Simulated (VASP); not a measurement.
## HC5 (f.d3): single point with PBE+D3(BJ)

The system is HC5 (f.d3), a slab with vacuum.

```
CELL_PARAMETERS angstrom
2.51510 0.00000 0.00000
-1.25755 2.17814 0.00000
0.00000 0.00000 25.00766
ATOMIC_POSITIONS crystal
C 0.00000 0.00000 0.32624
C 0.66667 0.33333 0.34571
C 0.66667 0.33333 0.40763
C 0.33333 0.66667 0.42812
C 0.33333 0.66667 0.48974
C 0.00000 0.00000 0.51026
C 0.00000 0.00000 0.57188
C 0.66667 0.33333 0.59237
C 0.66667 0.33333 0.65429
C 0.33333 0.66667 0.67377
H 0.33333 0.66667 0.71809
H 0.00000 0.00000 0.28192
```

```
Program             : VASP 6.6.1
Task                : single point
Functional          : PBE
Dispersion          : D3(BJ)
Potentials or basis : VASP PAW PBE potentials, release 64 (C, H)
Cutoff              : 520 eV
k mesh              : 12 × 12 × 1
Occupations         : gaussian, width 0.03 eV
Spin                : no spin polarisation
```

- Largest force: 0.030 eV/Å
- Band gap on the k mesh: 2.73 eV, direct
- Dispersion energy per atom: -0.147 eV

Forces in eV/Å, atoms in the order of the input:
```
C    0.000  0.000 -0.002
C    0.000  0.000 -0.003
C    0.000  0.000 -0.008
C    0.000  0.000  0.007
C    0.000  0.000  0.007
C    0.000  0.000 -0.007
C    0.000  0.000 -0.007
C    0.000  0.000  0.008
C    0.000  0.000  0.003
C    0.000  0.000  0.002
H    0.000  0.000  0.030
H    0.000  0.000 -0.030
```

Levels at points of the mesh, in eV from the valence-band top:
```
           k point  band 19  band 20  band 21  band 22  band 23  band 24
(0.00, 0.00, 0.00)    -0.65     0.00     0.00     2.73     2.80     3.97
(0.50, 0.00, 0.00)    -3.65    -2.95    -2.87     5.16     5.42     5.75
```

Wall time 110 s on 1 thread of AMD EPYC 9R45 96-Core Processor (Zen 5), on a shared host, peak memory 0.25 GiB.
